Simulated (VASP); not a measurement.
# Ti (P6_3/mmc) in VASP: a series of runs

Ti is run at these levels: PBE; tasks: single point, relaxation of cell and atoms.

All numbers are computed with VASP 6.6.1; they aren't measurements. Logs are shortened: lines on timing, memory, paths and dates and some standing lists are left out, and cuts for length are marked.

### Step 1. The cell of the first run

Symmetry: P6_3/mmc, No. 194, hexagonal system. Conventional cell: a = 2.941 Å, b = 2.941 Å, c = 4.628 Å, α = 90.00°, β = 90.00°, γ = 120.00°. Ti (site symmetry -6m2) has 12 Ti at 2.87 to 2.94 Å within 3.8 Å.

### Step 2. Single point, PBE

The input, INCAR:

```
PREC = Accurate
ENCUT = 520
EDIFF = 1E-6
ISMEAR = 0
SIGMA = 0.05
LREAL = False
LASPH = True
NELM = 80
ALGO = Normal
ISIF = 2
LWAVE = False
LCHARG = False
GGA = PE
NBANDS = 19
```

The input, KPOINTS:

```
Automatic mesh
0
Gamma
  8 8 4
```

The input, POSCAR:

```
Ti
1.0
    2.9413706931      0.0000000000      0.0000000000
   -1.4706853465      2.5473017422      0.0000000000
    0.0000000000      0.0000000000      4.6281601371
Ti
2
Direct
    0.3333333333      0.6666666667      0.7500000000
    0.6666666667      0.3333333333      0.2500000000
```

Potentials or basis: VASP PAW PBE potentials, release 64 (Ti_sv).

Started as:

```
> cat potpaw_PBE.64/Ti_sv/POTCAR > POTCAR
> mpirun -np 1 vasp_std > vasp.out
```

OUTCAR:

```text
PREC = Accurate
   ENCUT = 520
   EDIFF = 1E-6
   ISMEAR = 0
   LREAL = False
   LASPH = True
   NELM = 80
   ISIF = 2
   GGA = PE

 ion  position               nearest neighbor table
   1  0.333  0.667  0.750-   2 2.87   2 2.87   2 2.87   2 2.87   2 2.87   2 2.87
   2  0.667  0.333  0.250-   1 2.87   1 2.87   1 2.87   1 2.87   1 2.87   1 2.87

  LATTYP: Found a hexagonal cell.
 ALAT       =     2.9413706931
 C/A-ratio  =     1.5734705415

  Lattice vectors:

 A1 = (   2.9413706931,   0.0000000000,   0.0000000000)
 A2 = (  -1.4706853465,   2.5473017422,   0.0000000000)
 A3 = (   0.0000000000,   0.0000000000,   4.6281601371)

Analysis of symmetry for initial positions (statically):
=====================================================================
 Subroutine PRICEL returns:
 Original cell was already a primitive cell.

 Routine SETGRP: Setting up the symmetry group for a
 hexagonal supercell.

 Subroutine GETGRP returns: Found 24 space group operations
 (whereof 12 operations were pure point group operations)
 out of a pool of 24 trial point group operations.

The static configuration has the point symmetry D_3d.
 The point group associated with its full space group is D_6h.

Analysis of symmetry for dynamics (positions and initial velocities):
=====================================================================
 Subroutine PRICEL returns:
 Original cell was already a primitive cell.

 Routine SETGRP: Setting up the symmetry group for a
 hexagonal supercell.

 Subroutine GETGRP returns: Found 24 space group operations
 (whereof 12 operations were pure point group operations)
 out of a pool of 24 trial point group operations.

The dynamic configuration has the point symmetry D_3d.
 The point group associated with its full space group is D_6h.

 Subroutine INISYM returns: Found 24 space group operations
 (whereof 12 operations are pure point group operations),
 and found     1 'primitive' translations

----------------------------------------------------------------------------------------

                                     Primitive cell

  volume of cell :      34.6768

  direct lattice vectors                    reciprocal lattice vectors
     2.941370693  0.000000000  0.000000000     0.339977549  0.196286130  0.000000000
    -1.470685347  2.547301742  0.000000000     0.000000000  0.392572259  0.000000000
     0.000000000  0.000000000  4.628160137     0.000000000  0.000000000  0.216068582

  length of vectors
     2.941370693  2.941370693  4.628160137     0.392572259  0.392572259  0.216068582

  position of ions in fractional coordinates (direct lattice)
     0.333333333  0.666666667  0.750000000
     0.666666667  0.333333333  0.250000000

  ion indices of the primitive-cell ions
   primitive index   ion index
                 1           1
                 2           2

----------------------------------------------------------------------------------------

 KPOINTS: Automatic mesh

Automatic generation of k-mesh.
 Grid dimensions read from file:
 generate k-points for:    8    8    4

 Generating k-lattice:

  Cartesian coordinates                     Fractional coordinates (reciprocal lattice)
     0.042497194  0.024535766  0.000000000     0.125000000  0.000000000  0.000000000
     0.000000000  0.049071532  0.000000000     0.000000000  0.125000000  0.000000000
     0.000000000  0.000000000  0.054017146     0.000000000  0.000000000  0.250000000

  Length of vectors
     0.049071532  0.049071532  0.054017146

  Shift w.r.t. Gamma in fractional coordinates (k-lattice)
     0.000000000  0.000000000  0.000000000

 Subroutine IBZKPT returns following result:
 ===========================================

 Found     30 irreducible k-points:

 Following reciprocal coordinates:
            Coordinates               Weight
  0.000000  0.000000  0.000000      1.000000
  0.125000  0.000000  0.000000      6.000000
  0.250000  0.000000  0.000000      6.000000
  0.375000  0.000000  0.000000      6.000000
  0.500000  0.000000  0.000000      3.000000
  0.125000  0.125000  0.000000      6.000000
[... 16 lines left out ...]
  0.250000  0.000000  0.500000      6.000000
  0.375000  0.000000  0.500000      6.000000
 [... further k-points ...]
   k-points           NKPTS =     30   k-points in BZ     NKDIM =     30   number of bands    NBANDS=     19
   number of dos      NEDOS =    301   number of ions     NIONS =      2
   total plane-waves  NPLWV =  20736
   dimension x,y,z NGX =    24 NGY =   24 NGZ =   36
   dimension x,y,z NGXF=    48 NGYF=   48 NGZF=   72
   ions per type =               2
   NGX,Y,Z   is equivalent  to a cutoff of  13.56, 13.56, 12.93 a.u.
   NGXF,Y,Z  is equivalent  to a cutoff of  27.13, 27.13, 25.86 a.u.
 SYSTEM =  unknown system
   PREC   = accura    normal or accurate (medium, high low for compatibility)
   ISTART =      0    job   : 0-new  1-cont  2-samecut
   ICHARG =      2    charge: 1-file 2-atom 10-const
   ISPIN  =      1    spin polarized calculation?
   LNONCOLLINEAR =      F non collinear calculations
   LSORBIT =      F    spin-orbit coupling
   LASPH  =      T    aspherical Exc in radial PAW
   ENCUT  =  520.0 eV  38.22 Ry    6.18 a.u.   5.47  5.47  8.61*2*pi/ulx,y,z
   NELM   =     80;   NELMIN=  2; NELMDL= -5     # of ELM steps
   EDIFF  = 0.1E-05   stopping-criterion for ELM
   LREAL  =      F    real-space projection
   EDIFFG = 0.1E-04   stopping-criterion for IOM
   NSW    =      0    number of steps for IOM
   IBRION =     -1    ionic relax: 0-MD 1-quasi-New 2-CG
   NFREE  =      0    steps in history (QN), initial steepest desc. (CG)
   ISIF   =      2    stress and relaxation
   ISYM   =      2    0-nonsym 1-usesym 2-fastsym
   POTIM  = 0.5000    time-step for ionic-motion
   TEBEG  =    0.0;   TEEND  =   0.0 temperature during run
   PSTRESS=    0.0 pullay stress
   NELECT =      24.0000    total number of electrons
   NUPDOWN=      -1.0000    fix difference up-down
   EMIN   =  10.00;   EMAX   =-10.00  energy-range for DOS
   EFERMI =   0.00;   METHOD = LEGACY
   ISMEAR =     0;   SIGMA  =   0.05  broadening in eV -4-tet -1-fermi 0-gaus
   EFERMI_NEDOS =   21; number of points for ismear=-14 and -15
   IALGO  =     38    algorithm
   IMIX   =      4    mixing-type and parameters
     AMIX     =   0.40;   BMIX     =  1.00
     AMIX_MAG =   1.60;   BMIX_MAG =  1.00
  volume/ion in A,a.u.               =      17.34       117.01
  Fermi-wavevector in a.u.,A,eV,Ry     =   1.448102  2.736515 28.531398  2.096999
  Thomas-Fermi vector in A             =   2.565981
   LORBIT       =      0    0 simple, 1 ext, 2 COOP (PROOUT), +10 PAW based schemes
   GGA     = PE    functional components
   LHFCALC =     F    Hartree Fock is set to
   AEXX    =    0.0000 exact exchange contribution
   IVDW    =     0    specifies the selected vdW correction
   LEPSILON=     F    determine dielectric tensor
   LRPA    =     F    only Hartree local field effects (RPA)
 non-spin polarized calculation
 Gauss-broadening in eV      SIGMA  =   0.05
  energy-cutoff  :      520.00
  volume of cell :       34.68
 maximum number of plane-waves:       965
 NGX is ok and might be reduce to    24
   NGX = 11   NGY = 11   NGZ = 17

 number of electron      24.0000003 magnetization

 Free energy of the ion-electron system (eV)
  ---------------------------------------------------
  ext. energy  EPLUGINS =         0.00000000
  ---------------------------------------------------
  free energy    TOTEN  =       -15.69019863 eV

  energy without entropy =      -15.68878040  energy(sigma->0) =      -15.68948952

 E-fermi :   8.4089     XC(G=0): -11.5044

 val. band max:        8.3959937827   @ k =   0.3750   0.2500   0.2500
 cond. band min:       8.4692517348   @ k =   0.0000   0.0000   0.5000
 fundamental gap:      0.0732579520
 Fermi energy:         8.4088699326

 k-point     1 :       0.0000    0.0000    0.0000
  band No.  band energies     occupation
      1     -48.4983      2.00000
      2     -48.3572      2.00000
      3     -25.0907      2.00000
      4     -24.4482      2.00000
      5     -24.4482      2.00000
      6     -24.3691      2.00000
[... 11 lines left out ...]
     18       9.9546      0.00000
     19      11.5163      0.00000

 k-point     2 :       0.1250    0.0000    0.0000
  band No.  band energies     occupation
      1     -48.4833      2.00000
      2     -48.3518      2.00000
      3     -25.0568      2.00000
      4     -24.5152      2.00000
      5     -24.4707      2.00000
      6     -24.4129      2.00000
[... 11 lines left out ...]
     18       9.9035      0.00000
     19      11.6334      0.00000

 k-point     3 :       0.2500    0.0000    0.0000
  band No.  band energies     occupation
      1     -48.4454      2.00000
      2     -48.3404      2.00000
      3     -24.9657      2.00000
      4     -24.6792      2.00000
      5     -24.5736      2.00000
      6     -24.5220      2.00000
[... 11 lines left out ...]
     18      10.6088      0.00000
     19      11.8139      0.00000

 k-point     4 :       0.3750    0.0000    0.0000
  band No.  band energies     occupation
      1     -48.4025      2.00000
      2     -48.3338      2.00000
      3     -24.8497      2.00000
      4     -24.8450      2.00000
      5     -24.7259      2.00000
      6     -24.5706      2.00000
[... 11 lines left out ...]
     18      11.4541      0.00000
     19      11.9212      0.00000

 k-point     5 :       0.5000    0.0000    0.0000
  band No.  band energies     occupation
      1     -48.3808      2.00000
      2     -48.3349      2.00000
      3     -24.9139      2.00000
      4     -24.7871      2.00000
      5     -24.7815      2.00000
      6     -24.5902      2.00000
[... 11 lines left out ...]
     18      11.9529      0.00000
     19      12.7180      0.00000
[... 334 lines left out ...]
      2     -48.4282      2.00000
      3     -24.7374      2.00000
      4     -24.7374      2.00000
      5     -24.3960      2.00000
      6     -24.3960      2.00000
[... 11 lines left out ...]
     18      11.1672      0.00000
     19      11.1672      0.00000

 k-point    22 :       0.1250    0.0000    0.5000
  band No.  band energies     occupation
      1     -48.4180      2.00000
      2     -48.4180      2.00000
      3     -24.7509      2.00000
      4     -24.7509      2.00000
      5     -24.4397      2.00000
      6     -24.4397      2.00000
[... 11 lines left out ...]
     18      11.1346      0.00000
     19      11.2821      0.00000

 k-point    23 :       0.2500    0.0000    0.5000
  band No.  band energies     occupation
      1     -48.3931      2.00000
      2     -48.3931      2.00000
      3     -24.8185      2.00000
      4     -24.8185      2.00000
      5     -24.5077      2.00000
      6     -24.5077      2.00000
[... 11 lines left out ...]
     18      11.1688      0.00000
     19      11.5867      0.00000

 k-point    24 :       0.3750    0.0000    0.5000
  band No.  band energies     occupation
      1     -48.3682      2.00000
      2     -48.3682      2.00000
      3     -24.9299      2.00000
      4     -24.9299      2.00000
      5     -24.5289      2.00000
      6     -24.5289      2.00000
[... 11 lines left out ...]
     18      11.5382      0.00000
     19      11.9250      0.00000

 [... further k-points ...]
[... 5 lines left out ...]
  --------------------------------------------------------------------------------------
  -------------------------------------------------------------------------------------
  Total       -0.0273534     -0.0273534     -0.0488299     -0.0000000     -0.0000000      0.0000000
  in kB       -1.2638135     -1.2638135     -2.2560960     -0.0000000     -0.0000000      0.0000000
  external PRESSURE =      -1.5945744 kB  Pullay stress =       0.0000000 kB

 VOLUME and BASIS-vectors are now :
 -----------------------------------------------------------------------------
  energy-cutoff  :      520.00
  volume of cell :       34.68
      direct lattice vectors                 reciprocal lattice vectors
     2.941370693  0.000000000  0.000000000     0.339977549  0.196286130  0.000000000
    -1.470685347  2.547301742  0.000000000     0.000000000  0.392572259  0.000000000
     0.000000000  0.000000000  4.628160137     0.000000000  0.000000000  0.216068582

 POSITION                                       TOTAL-FORCE (eV/Angst)
 -----------------------------------------------------------------------------------
     -0.00000      1.69820      3.47112        -0.000000     -0.000000      0.000000
      1.47069      0.84910      1.15704         0.000000      0.000000      0.000000
 -----------------------------------------------------------------------------------
    total drift:                               -0.000000      0.000000     -0.000000

  FREE ENERGIE OF THE ION-ELECTRON SYSTEM (eV)
  ---------------------------------------------------
  free  energy   TOTEN  =       -15.6901986323 eV

  energy  without entropy=      -15.6887804016  energy(sigma->0) =      -15.68948952
```

Run time: 8.6 s. Hardware: 1 thread of Intel Xeon Platinum 8559C (Emerald Rapids), shared host; peak memory 0.15 GiB.

What came out:

```
Free energy            : -15.6902 eV
Pressure               : -0.2 GPa
Band gap on the k mesh : zero (band 12 reaches 9.12 eV, above the bottom of band 13 at 8.12 eV)
```

Stress tensor (GPa, compression positive):
```
-0.13  0.00  0.00
 0.00 -0.13  0.00
 0.00  0.00 -0.23
```

(Continued in part 2 of 2.)
